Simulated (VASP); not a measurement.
# Al (Fm-3m) in VASP: further runs

The runs below take Al through single point, with PBEsol.

Program: VASP 6.6.1. These are calculated values, not measurements. Logs are shortened: lines on timing, memory, paths and dates and some standing lists are left out, and cuts for length are marked.

### Step 1. The cell of the first run

It takes space group Fm-3m (No. 225, cubic). Conventional cell: a = 4.042 Å, b = 4.042 Å, c = 4.042 Å, α = 90.00°, β = 90.00°, γ = 90.00°. Within 3.8 Å of Al (site symmetry m-3m) lie 12 Al at 2.86 Å.

### Step 2. Single point, PBEsol

The input, INCAR:

```
SYSTEM = Al
ALGO     = Normal         ! electronic algorithm
EDIFF    = 1E-6           ! SCF threshold, eV
ENCUT    = 500            ! plane-wave cutoff, eV
GGA      = PS             ! functional
GGA_COMPAT= .FALSE.      
ISIF     = 2              ! what is computed and relaxed
ISMEAR   = 0              ! smearing method
LASPH    = .TRUE.         ! aspherical terms in the spheres
LCHARG   = .FALSE.        ! write CHGCAR
LREAL    = .FALSE.        ! projectors in reciprocal space
LWAVE    = .FALSE.        ! write WAVECAR
NBANDS   = 8              ! bands
NELM     = 120            ! most SCF steps
PREC     = Accurate       ! precision mode
SIGMA    = 0.1            ! smearing width, eV
```

The input, KPOINTS:

```
k-points
0
G
  18 18 18
  0 0 0
```

The input, POSCAR:

```
Al
1.0
    0.0000000000      2.0210953732      2.0210953732
    2.0210953732      0.0000000000      2.0210953732
    2.0210953732      2.0210953732      0.0000000000
Al
1
Direct
    0.0000000000      0.0000000000      0.0000000000
```

Potentials or basis: VASP PAW PBE potentials, release 64 (Al).

On the command line:

```
cat potpaw_PBE.64/Al/POTCAR > POTCAR
mpirun -np 1 vasp_std > vasp.out
```

OUTCAR:

```text
SYSTEM = Al
   EDIFF = 1E-6
   ENCUT = 500
   GGA = PS
   ISIF = 2
   ISMEAR = 0
   LASPH = .TRUE.
   LREAL = .FALSE.
   NELM = 120
   PREC = Accurate

 ion  position               nearest neighbor table
   1  0.000  0.000  0.000-

  LATTYP: Found a face centered cubic cell.
 ALAT       =     4.0421907464

  Lattice vectors:

 A1 = (   0.0000000000,   2.0210953732,   2.0210953732)
 A2 = (   2.0210953732,   0.0000000000,   2.0210953732)
 A3 = (   2.0210953732,   2.0210953732,   0.0000000000)

Analysis of symmetry for initial positions (statically):
=====================================================================
 Subroutine PRICEL returns:
 Original cell was already a primitive cell.

 Routine SETGRP: Setting up the symmetry group for a
 face centered cubic supercell.

 Subroutine GETGRP returns: Found 48 space group operations
 (whereof 48 operations were pure point group operations)
 out of a pool of 48 trial point group operations.

The static configuration has the point symmetry O_h .

Analysis of symmetry for dynamics (positions and initial velocities):
=====================================================================
 Subroutine PRICEL returns:
 Original cell was already a primitive cell.

 Routine SETGRP: Setting up the symmetry group for a
 face centered cubic supercell.

 Subroutine GETGRP returns: Found 48 space group operations
 (whereof 48 operations were pure point group operations)
 out of a pool of 48 trial point group operations.

The dynamic configuration has the point symmetry O_h .

 Subroutine INISYM returns: Found 48 space group operations
 (whereof 48 operations are pure point group operations),
 and found     1 'primitive' translations

----------------------------------------------------------------------------------------

                                     Primitive cell

  volume of cell :      16.5116

  direct lattice vectors                    reciprocal lattice vectors
     0.000000000  2.021095373  2.021095373    -0.247390601  0.247390601  0.247390601
     2.021095373  0.000000000  2.021095373     0.247390601 -0.247390601  0.247390601
     2.021095373  2.021095373  0.000000000     0.247390601  0.247390601 -0.247390601

  length of vectors
     2.858260488  2.858260488  2.858260488     0.428493091  0.428493091  0.428493091

[... 77 lines left out ...]
   NELM   =    120;   NELMIN=  2; NELMDL= -5     # of ELM steps
   EDIFF  = 0.1E-05   stopping-criterion for ELM
   LREAL  =      F    real-space projection
   EDIFFG = 0.1E-04   stopping-criterion for IOM
   NSW    =      0    number of steps for IOM
   IBRION =     -1    ionic relax: 0-MD 1-quasi-New 2-CG
   NFREE  =      0    steps in history (QN), initial steepest desc. (CG)
   ISIF   =      2    stress and relaxation
   ISYM   =      2    0-nonsym 1-usesym 2-fastsym
   POTIM  = 0.5000    time-step for ionic-motion
   TEBEG  =    0.0;   TEEND  =   0.0 temperature during run
   PSTRESS=    0.0 pullay stress
   NELECT =       3.0000    total number of electrons
   NUPDOWN=      -1.0000    fix difference up-down
   EMIN   =  10.00;   EMAX   =-10.00  energy-range for DOS
   EFERMI =   0.00;   METHOD = LEGACY
   ISMEAR =     0;   SIGMA  =   0.10  broadening in eV -4-tet -1-fermi 0-gaus
   EFERMI_NEDOS =   21; number of points for ismear=-14 and -15
   IALGO  =     38    algorithm
   IMIX   =      4    mixing-type and parameters
     AMIX     =   0.40;   BMIX     =  1.00
     AMIX_MAG =   1.60;   BMIX_MAG =  1.00
  volume/ion in A,a.u.               =      16.51       111.43
  Fermi-wavevector in a.u.,A,eV,Ry     =   0.927225  1.752201 11.697556  0.859746
  Thomas-Fermi vector in A             =   2.053272
   LORBIT       =      0    0 simple, 1 ext, 2 COOP (PROOUT), +10 PAW based schemes
   GGA     = PS    functional components
   LHFCALC =     F    Hartree Fock is set to
   AEXX    =    0.0000 exact exchange contribution
   IVDW    =     0    specifies the selected vdW correction
   LEPSILON=     F    determine dielectric tensor
   LRPA    =     F    only Hartree local field effects (RPA)
 non-spin polarized calculation
 Gauss-broadening in eV      SIGMA  =   0.10
  energy-cutoff  :      500.00
  volume of cell :       16.51
 maximum number of plane-waves:       444
 NGX is ok and might be reduce to    24
   NGX = 11   NGY = 11   NGZ = 11

 number of electron       3.0000000 magnetization

 Free energy of the ion-electron system (eV)
  ---------------------------------------------------
  ext. energy  EPLUGINS =         0.00000000
  ---------------------------------------------------
  free energy    TOTEN  =        -4.08916671 eV

  energy without entropy =       -4.08625251  energy(sigma->0) =       -4.08770961

 E-fermi :   7.9313     XC(G=0): -10.2542

 val. band max:        7.9268303961   @ k =  -0.2778   0.2778   0.0556
 cond. band min:       7.9465814893   @ k =  -0.4444   0.3333   0.1111
 fundamental gap:      0.0197510932
 Fermi energy:         7.9312865519

 k-point     1 :       0.0000    0.0000    0.0000
  band No.  band energies     occupation
      1      -3.1823      2.00000
      2      20.5340      0.00000
      3      20.5340      0.00000
      4      20.5340      0.00000
      5      22.0199      0.00000
      6      22.0199      0.00000
      7      22.0199      0.00000
      8      24.4215      0.00000
[... 243 lines left out ...]
 k-point    24 :      -0.2222    0.0556    0.0000
  band No.  band energies     occupation
      1      -1.5425      2.00000
      2      11.7757      0.00000
      3      17.2075      0.00000
      4      20.0520      0.00000
      5      21.7913      0.00000
      6      22.8560      0.00000
      7      23.2892      0.00000
      8      25.4833      0.00000

 [... further k-points ...]

------------------------ aborting loop because EDIFF is reached ----------------------------------------

  FORCE on cell =-STRESS in cart. coord.  units (eV):
  Direction    XX          YY          ZZ          XY          YZ          ZX
  --------------------------------------------------------------------------------------
  -------------------------------------------------------------------------------------
  Total       -0.1550314     -0.1550314     -0.1550314     -0.0000000     -0.0000000      0.0000000
  in kB      -15.0431848    -15.0431848    -15.0431848     -0.0000000     -0.0000000      0.0000000
  external PRESSURE =     -15.0431848 kB  Pullay stress =       0.0000000 kB

 VOLUME and BASIS-vectors are now :
 -----------------------------------------------------------------------------
  energy-cutoff  :      500.00
  volume of cell :       16.51
      direct lattice vectors                 reciprocal lattice vectors
     0.000000000  2.021095373  2.021095373    -0.247390601  0.247390601  0.247390601
     2.021095373  0.000000000  2.021095373     0.247390601 -0.247390601  0.247390601
     2.021095373  2.021095373  0.000000000     0.247390601  0.247390601 -0.247390601

 POSITION                                       TOTAL-FORCE (eV/Angst)
 -----------------------------------------------------------------------------------
      0.00000      0.00000      0.00000         0.000000      0.000000      0.000000
 -----------------------------------------------------------------------------------
    total drift:                                0.000000      0.000000     -0.000000

  FREE ENERGIE OF THE ION-ELECTRON SYSTEM (eV)
  ---------------------------------------------------
  free  energy   TOTEN  =        -4.0891667059 eV

  energy  without entropy=       -4.0862525065  energy(sigma->0) =       -4.08770961
```

stdout:

```text
POSCAR found type information on POSCAR Al
 POSCAR found :  1 types and       1 ions
 scaLAPACK will be used
 -----------------------------------------------------------------------------
|                                                                             |
|                                                                             |
|     You enforced a specific xc type in the INCAR file but a different       |
|     I HOPE YOU KNOW WHAT YOU ARE DOING!                                     |
|                                                                             |
 -----------------------------------------------------------------------------

 LDA part: xc-table for (Slater+PW92), standard interpolation
 POSCAR, INCAR and KPOINTS ok, starting setup
 FFT: planning ... GRIDC
 FFT: planning ... GRID_SOFT
 FFT: planning ... GRID
 WAVECAR not read
 entering main loop
```

It took 11 s on 1 thread of Intel Xeon Platinum 8259CL at 2.50GHz (Skylake/Cascade Lake), shared host; peak memory 0.14 GiB.

What came out:

| Quantity | Value |
| --- | --- |
| Free energy | -4.0892 eV |
| Pressure | -1.5 GPa |
| Band gap on the k mesh | zero (an odd number of electrons rules out a gap without spin polarisation) |

Levels at points of the mesh, in eV from the Fermi level:
```csv
k point,band 1,band 2,band 3,band 4
"(0.00, 0.00, 0.00)",-11.11,12.60,12.60,12.60
"(0.50, 0.00, 0.00)",-4.58,-4.36,11.40,11.40
"(0.50, 0.50, 0.00)",-2.91,-1.60,5.26,5.59
```

Caveat: the PAW data sets were made with another functional, which shifts forces and pressure a little.

### Step 3. Single point, PBEsol

This run uses another cell than the first one, of 15.86 Å³/atom.

The input, INCAR:

```
PREC = Accurate
ENCUT = 500
EDIFF = 1E-6
ISMEAR = 0
SIGMA = 0.1
LREAL = F
LASPH = T
NELM = 120
ALGO = Normal
ISIF = 2
LWAVE = F
LCHARG = F
GGA = PS
NBANDS = 8
GGA_COMPAT = F
```

The input, KPOINTS:

```
Automatic mesh
0
Gamma
  19 19 19
```

The input, POSCAR:

```
Al
1.0
    0.0000000000      1.9943227457      1.9943227457
    1.9943227457      0.0000000000      1.9943227457
    1.9943227457      1.9943227457      0.0000000000
Al
1
Direct
    0.0000000000      0.0000000000      0.0000000000
```

Potentials or basis: VASP PAW PBE potentials, release 64 (Al).

On the command line:

```
cat potpaw_PBE.64/Al/POTCAR > POTCAR
mpirun -np 1 vasp_std > vasp.out
```

Run time: 12 s. Hardware: 1 thread of Intel Xeon Platinum 8259CL at 2.50GHz (Skylake/Cascade Lake), shared host; peak memory 0.14 GiB.

The run converged. Its results:

```
Free energy            : -4.0870 eV
Pressure               : 1.7 GPa
Band gap on the k mesh : zero (an odd number of electrons rules out a gap without spin polarisation)
```

Levels at points of the mesh, in eV from the Fermi level:
```
           k point  band 1  band 2  band 3  band 4
(0.00, 0.00, 0.00)  -11.42   12.80   12.80   12.80
```

Caveat: the PAW data sets were made with another functional, which shifts forces and pressure a little.

### Step 4. Single point, PBEsol

This run uses another cell than the first one, of 16.19 Å³/atom.

The input, INCAR:

```
SYSTEM = Al
ALGO = Normal
EDIFF = 1E-6
ENCUT = 500
GGA = PS
GGA_COMPAT = .FALSE.
ISIF = 2
ISMEAR = 0
LASPH = .TRUE.
LCHARG = .FALSE.
LREAL = .FALSE.
LWAVE = .FALSE.
NBANDS = 8
NELM = 120
PREC = Accurate
SIGMA = 0.1
```

The input, KPOINTS:

```
k-points
0
G
  19 19 19
  0 0 0
```

The input, POSCAR:

```
Al
1.0
    0.0000000000      2.0077983082      2.0077983082
    2.0077983082      0.0000000000      2.0077983082
    2.0077983082      2.0077983082      0.0000000000
Al
1
Direct
    0.0000000000      0.0000000000      0.0000000000
```

Potentials or basis: VASP PAW PBE potentials, release 64 (Al).

On the command line:

```
cat potpaw_PBE.64/Al/POTCAR > POTCAR
mpirun -np 1 vasp_std > vasp.out
```

OUTCAR:

```text
SYSTEM = Al
   EDIFF = 1E-6
   ENCUT = 500
   GGA = PS
   ISIF = 2
   ISMEAR = 0
   LASPH = .TRUE.
   LREAL = .FALSE.
   NELM = 120
   PREC = Accurate

 ion  position               nearest neighbor table
   1  0.000  0.000  0.000-

  LATTYP: Found a face centered cubic cell.
 ALAT       =     4.0155966164

  Lattice vectors:

 A1 = (   0.0000000000,   2.0077983082,   2.0077983082)
 A2 = (   2.0077983082,   0.0000000000,   2.0077983082)
[... 443 lines left out ...]
      7      23.2572      0.00000
      8      27.0151      0.00000

 [... further k-points ...]

------------------------ aborting loop because EDIFF is reached ----------------------------------------

  FORCE on cell =-STRESS in cart. coord.  units (eV):
  Direction    XX          YY          ZZ          XY          YZ          ZX
  --------------------------------------------------------------------------------------
  -------------------------------------------------------------------------------------
  Total        0.0005337      0.0005337      0.0005337     -0.0000000      0.0000000     -0.0000000
  in kB        0.0528234      0.0528234      0.0528234     -0.0000000      0.0000000     -0.0000000
  external PRESSURE =       0.0528234 kB  Pullay stress =       0.0000000 kB

 VOLUME and BASIS-vectors are now :
 -----------------------------------------------------------------------------
  energy-cutoff  :      500.00
  volume of cell :       16.19
      direct lattice vectors                 reciprocal lattice vectors
     0.000000000  2.007798308  2.007798308    -0.249028998  0.249028998  0.249028998
     2.007798308  0.000000000  2.007798308     0.249028998 -0.249028998  0.249028998
     2.007798308  2.007798308  0.000000000     0.249028998  0.249028998 -0.249028998

 POSITION                                       TOTAL-FORCE (eV/Angst)
 -----------------------------------------------------------------------------------
      0.00000      0.00000      0.00000        -0.000000      0.000000     -0.000000
 -----------------------------------------------------------------------------------
    total drift:                               -0.000000      0.000000      0.000000

  FREE ENERGIE OF THE ION-ELECTRON SYSTEM (eV)
  ---------------------------------------------------
  free  energy   TOTEN  =        -4.0887689292 eV

  energy  without entropy=       -4.0859167483  energy(sigma->0) =       -4.08734284
```

OSZICAR:

```text
N       E                     dE             d eps       ncg     rms          rms(c)
DAV:   1    -0.273608972262E+01   -0.27361E+01   -0.82773E+02  3520   0.195E+02
DAV:   2    -0.411045908981E+01   -0.13744E+01   -0.13506E+01  4928   0.186E+01
DAV:   3    -0.411760395626E+01   -0.71449E-02   -0.71405E-02  4496   0.149E+00
DAV:   4    -0.411762277248E+01   -0.18816E-04   -0.18817E-04  5480   0.651E-02
DAV:   5    -0.411762282021E+01   -0.47728E-07   -0.47937E-07  4600   0.177E-03    0.143E+00
DAV:   6    -0.410041260320E+01    0.17210E-01   -0.21097E-03  4832   0.192E-01    0.811E-01
DAV:   7    -0.408878541257E+01    0.11627E-01   -0.57830E-03  4656   0.308E-01    0.171E-01
DAV:   8    -0.408876964793E+01    0.15765E-04   -0.20157E-05  5144   0.303E-02    0.106E-02
DAV:   9    -0.408876892918E+01    0.71875E-06   -0.33915E-07  4872   0.266E-03
   1 F= -.40887689E+01 E0= -.40873428E+01  d E =-.285218E-02
```

It took 12 s on 1 thread of Intel Xeon Platinum 8259CL at 2.50GHz (Skylake/Cascade Lake), shared host; peak memory 0.15 GiB.

What came out:

| Quantity | Value |
| --- | --- |
| Free energy | -4.0888 eV |
| Pressure | 0.0 GPa |
| Band gap on the k mesh | zero (an odd number of electrons rules out a gap without spin polarisation) |

Levels at points of the mesh, in eV from the Fermi level:
| k point | band 1 | band 2 | band 3 | band 4 | band 5 |
| --- | --- | --- | --- | --- | --- |
| (0.00, 0.00, 0.00) | -11.28 | 12.68 | 12.68 | 12.68 | 14.32 |

Caveat: the PAW data sets were made with another functional, which shifts forces and pressure a little.

### Step 5. The runs side by side

| cell | k mesh | gap on the mesh (eV) | pressure (GPa) |
| --- | --- | --- | --- |
| a = 2.858 Å, angles 60.0°, 1 atom | 18 × 18 × 18 | none | -1.5 |
| a = 2.820 Å, angles 60.0°, 1 atom | 19 × 19 × 19 | none | 1.7 |
| a = 2.839 Å, angles 60.0°, 1 atom | 19 × 19 × 19 | none | 0.0 |

Alike in all rows: task single point; level PBEsol; potentials or basis VASP PAW PBE potentials, release 64 (Al); no spin polarisation; cutoff (eV) 500; smearing gaussian 0.1 eV.

Caveats: the PAW data sets were made with another functional, which shifts forces and pressure a little.

Total energies depend on the potentials used, so only differences within one code and one set of settings carry meaning.
